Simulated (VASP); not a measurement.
# SrO (Fm-3m) in VASP: further runs, part 3 of 3

VASP 6.6.1. The steps go on from the part before.

### Step 4. Single point, PBE

Contents of INCAR:

```
PREC = Accurate
ENCUT = 520
EDIFF = 1E-6
ISMEAR = 0
SIGMA = 0.013000000000000001
LREAL = False
LASPH = True
NELM = 100
ALGO = Normal
ISIF = 2
LWAVE = False
LCHARG = False
GGA = PE
NBANDS = 15
```

Contents of KPOINTS:

```
Automatic mesh
0
Gamma
  9 9 9
```

Contents of POSCAR:

```
SrO
1.0
    0.0000000000      2.5663000000      2.5663000000
    2.5663000000      0.0000000000      2.5663000000
    2.5663000000      2.5663000000      0.0000000000
Sr O
1 1
Direct
    0.5000000000      0.5000000000      0.5000000000
    0.0000000000      0.0000000000      0.0000000000
```

The run is started by

```bash
$ cat potpaw_PBE.64/Sr_sv/POTCAR potpaw_PBE.64/O/POTCAR > POTCAR
$ mpirun -np 1 vasp_std > vasp.out
```

It took 26 s on 1 thread of Intel Xeon 8259CL, shared host; peak memory 0.17 GiB.

Results (log left out):

```
Free energy            : -12.0370 eV
Pressure               : 3.9 GPa
Band gap on the k mesh : 3.32 eV, indirect (least direct gap 3.41 eV)
```

Levels at points of the mesh, in eV from the valence-band top:
```csv
k point,band 5,band 6,band 7,band 8,band 9,band 10,band 11,band 12
"(0.00, 0.00, 0.00)",-14.00,0.00,0.00,0.00,4.02,6.22,6.22,6.22
```

### Step 5. Single point, PBE

Contents of INCAR:

```
  PREC = Accurate
  ENCUT = 520
  EDIFF = 1E-6
  ISMEAR = 0
  SIGMA = 0.015
  LREAL = F
  LASPH = T
  NELM = 60
  ALGO = Normal
  ISIF = 2
  LWAVE = F
  LCHARG = T
  GGA = PE
  LELF = T
  LVHAR = T
  NBANDS = 15
```

Contents of KPOINTS:

```
regular mesh
0
Gamma
  9 9 9
```

POSCAR is that of step 4.

Potentials or basis: VASP PAW PBE potentials, release 64 (Sr_sv, O).

The run is started by

```bash
$ cat potpaw_PBE.64/Sr_sv/POTCAR potpaw_PBE.64/O/POTCAR > POTCAR
$ mpirun -np 1 vasp_std > vasp.out
```

OUTCAR:

```text
PREC = Accurate
   ENCUT = 520
   EDIFF = 1E-6
   ISMEAR = 0
   LREAL = F
   LASPH = T
   NELM = 60
   ISIF = 2
   GGA = PE

 ion  position               nearest neighbor table
   1  0.500  0.500  0.500-   2 2.57   2 2.57   2 2.57   2 2.57   2 2.57   2 2.57
   2  0.000  0.000  0.000-   1 2.57   1 2.57   1 2.57   1 2.57   1 2.57   1 2.57

  LATTYP: Found a face centered cubic cell.
 ALAT       =     5.1326000000

  Lattice vectors:

 A1 = (   0.0000000000,   2.5663000000,   2.5663000000)
 A2 = (   2.5663000000,   0.0000000000,   2.5663000000)
 A3 = (   2.5663000000,   2.5663000000,   0.0000000000)

Analysis of symmetry for initial positions (statically):
=====================================================================
 Subroutine PRICEL returns:
 Original cell was already a primitive cell.

 Routine SETGRP: Setting up the symmetry group for a
 face centered cubic supercell.

 Subroutine GETGRP returns: Found 48 space group operations
 (whereof 48 operations were pure point group operations)
 out of a pool of 48 trial point group operations.

The static configuration has the point symmetry O_h .

Analysis of symmetry for dynamics (positions and initial velocities):
=====================================================================
 Subroutine PRICEL returns:
 Original cell was already a primitive cell.

 Routine SETGRP: Setting up the symmetry group for a
 face centered cubic supercell.

 Subroutine GETGRP returns: Found 48 space group operations
 (whereof 48 operations were pure point group operations)
 out of a pool of 48 trial point group operations.

The dynamic configuration has the point symmetry O_h .

 Subroutine INISYM returns: Found 48 space group operations
 (whereof 48 operations are pure point group operations),
 and found     1 'primitive' translations

----------------------------------------------------------------------------------------

                                     Primitive cell

  volume of cell :      33.8028

[... 118 lines left out ...]
   LRPA    =     F    only Hartree local field effects (RPA)
 non-spin polarized calculation
 Gauss-broadening in eV      SIGMA  =   0.01
  energy-cutoff  :      520.00
  volume of cell :       33.80
 maximum number of plane-waves:       941
   NGX = 13   NGY = 13   NGZ = 13

 number of electron      15.9999996 magnetization

 Free energy of the ion-electron system (eV)
  ---------------------------------------------------
  ext. energy  EPLUGINS =         0.00000000
  ---------------------------------------------------
  free energy    TOTEN  =       -12.03701882 eV

  energy without entropy =      -12.03701882  energy(sigma->0) =      -12.03701882

 E-fermi :   1.7723     XC(G=0): -10.0524

 val. band max:        1.6892917267   @ k =   0.0000   0.0000   0.0000
 cond. band min:       5.0090644143   @ k =   0.4444   0.4444   0.0000
 fundamental gap:      3.3197726875
 Fermi energy:         1.7723409709

 k-point     1 :       0.0000    0.0000    0.0000
  band No.  band energies     occupation
      1     -30.6804      2.00000
      2     -13.4084      2.00000
      3     -12.3125      2.00000
      4     -12.3125      2.00000
      5     -12.3125      2.00000
      6       1.6893      2.00000
      7       1.6893      2.00000
      8       1.6893      2.00000
      9       5.7119      0.00000
     10       7.9121      0.00000
     11       7.9121      0.00000
     12       7.9121      0.00000
     13      10.0916      0.00000
     14      10.0916      0.00000
[... 401 lines left out ...]
      2     -13.6834      2.00000
      3     -12.9345      2.00000
      4     -12.6737      2.00000
      5     -12.6737      2.00000
      6       1.1557      2.00000
      7       1.5970      2.00000
      8       1.5970      2.00000
      9       5.0091      0.00000
     10       9.4193      0.00000
     11      11.8280      0.00000
     12      12.1120      0.00000
     13      12.6486      0.00000
     14      12.6486      0.00000
     15      15.8627      0.00000

 [... further k-points ...]

------------------------ aborting loop because EDIFF is reached ----------------------------------------

  FORCE on cell =-STRESS in cart. coord.  units (eV):
  Direction    XX          YY          ZZ          XY          YZ          ZX
  --------------------------------------------------------------------------------------
  -------------------------------------------------------------------------------------
  Total        0.8281785      0.8281785      0.8281785     -0.0000000      0.0000000      0.0000000
  in kB       39.2538499     39.2538499     39.2538499     -0.0000000      0.0000000      0.0000000
  external PRESSURE =      39.2538499 kB  Pullay stress =       0.0000000 kB

 VOLUME and BASIS-vectors are now :
 -----------------------------------------------------------------------------
  energy-cutoff  :      520.00
  volume of cell :       33.80
      direct lattice vectors                 reciprocal lattice vectors
     0.000000000  2.566300000  2.566300000    -0.194833028  0.194833028  0.194833028
     2.566300000  0.000000000  2.566300000     0.194833028 -0.194833028  0.194833028
     2.566300000  2.566300000  0.000000000     0.194833028  0.194833028 -0.194833028

 POSITION                                       TOTAL-FORCE (eV/Angst)
 -----------------------------------------------------------------------------------
      2.56630      2.56630      2.56630         0.000000      0.000000     -0.000000
      0.00000      0.00000      0.00000        -0.000000      0.000000      0.000000
 -----------------------------------------------------------------------------------
    total drift:                                0.000000      0.000000      0.000000

  FREE ENERGIE OF THE ION-ELECTRON SYSTEM (eV)
  ---------------------------------------------------
  free  energy   TOTEN  =       -12.0370188185 eV

  energy  without entropy=      -12.0370188185  energy(sigma->0) =      -12.03701882
```

stdout:

```text
POSCAR found type information on POSCAR SrO
 POSCAR found :  2 types and       2 ions
 scaLAPACK will be used
 LDA part: xc-table for (Slater+PW92), standard interpolation
 POSCAR, INCAR and KPOINTS ok, starting setup
 FFT: planning ... GRIDC
 FFT: planning ... GRID_SOFT
 FFT: planning ... GRID
 WAVECAR not read
 entering main loop
```

Run time: 28 s. Hardware: 1 thread of Intel Xeon 8259CL, shared host; peak memory 0.17 GiB.

Results:

* Free energy: -12.0370 eV
* Pressure: 3.9 GPa
* Band gap on the k mesh: 3.32 eV, indirect (least direct gap 3.41 eV)

A k mesh can miss the band edges. PBE gaps usually lie below the measured ones, often by a third to a half.

### Step 6. Single point, PBE

Contents of INCAR:

```
PREC = Accurate ; ENCUT = 520
EDIFF = 1E-6 ; ISMEAR = 0
SIGMA = 0.016 ; LREAL = F
LASPH = T ; NELM = 60
ALGO = Normal ; ISIF = 2
LWAVE = F ; LCHARG = F
GGA = PE ; NBANDS = 15
```

Contents of KPOINTS:

```
Automatic mesh
0
Gamma
  9 9 9
```

POSCAR is that of step 5.

Potentials or basis: VASP PAW PBE potentials, release 64 (Sr_sv, O).

The run is started by

```bash
$ cat potpaw_PBE.64/Sr_sv/POTCAR potpaw_PBE.64/O/POTCAR > POTCAR
$ mpirun -np 1 vasp_std > vasp.out
```

It took 27 s on 1 thread of Intel Xeon 8259CL, shared host; peak memory 0.17 GiB.

Results (log left out):

| Quantity | Value |
| --- | --- |
| Free energy | -12.0370 eV |
| Pressure | 3.9 GPa |
| Band gap on the k mesh | 3.32 eV, indirect (least direct gap 3.41 eV) |

Levels at points of the mesh, in eV from the valence-band top:
```
           k point  band 6  band 7  band 8  band 9  band 10  band 11
(0.00, 0.00, 0.00)    0.00    0.00    0.00    4.02     6.22     6.22
```

### Step 7. The runs side by side

| level | k mesh | smearing | grid for exact exchange (PRECFOCK) | share of exact exchange | gap on the mesh (eV) | pressure (GPa) |
| --- | --- | --- | --- | --- | --- | --- |
| PBE-based global hybrid | 5 × 5 × 5 | fermi-dirac 0.05 eV | Normal | 0.15 | 4.78 | 2.5 |
| PBE-based global hybrid | 5 × 5 × 5 | fermi-dirac 0.05 eV | Normal | 0.25 | 5.69 | 1.6 |
| PBE | 9 × 9 × 9 | gaussian 0.013 eV | - | - | 3.32 | 3.9 |
| PBE | 9 × 9 × 9 | gaussian 0.015 eV | - | - | 3.32 | 3.9 |
| PBE | 9 × 9 × 9 | gaussian 0.016 eV | - | - | 3.32 | 3.9 |

Alike in all rows: task single point; potentials or basis VASP PAW PBE potentials, release 64 (Sr_sv, O); no spin polarisation; cell as given; cutoff (eV) 520.

Caveats: some runs use coarse meshes; the PAW data sets were made with another functional, which shifts forces and pressure a little (some runs).

Total energies depend on the potentials used, so only differences within one code and one set of settings carry meaning.
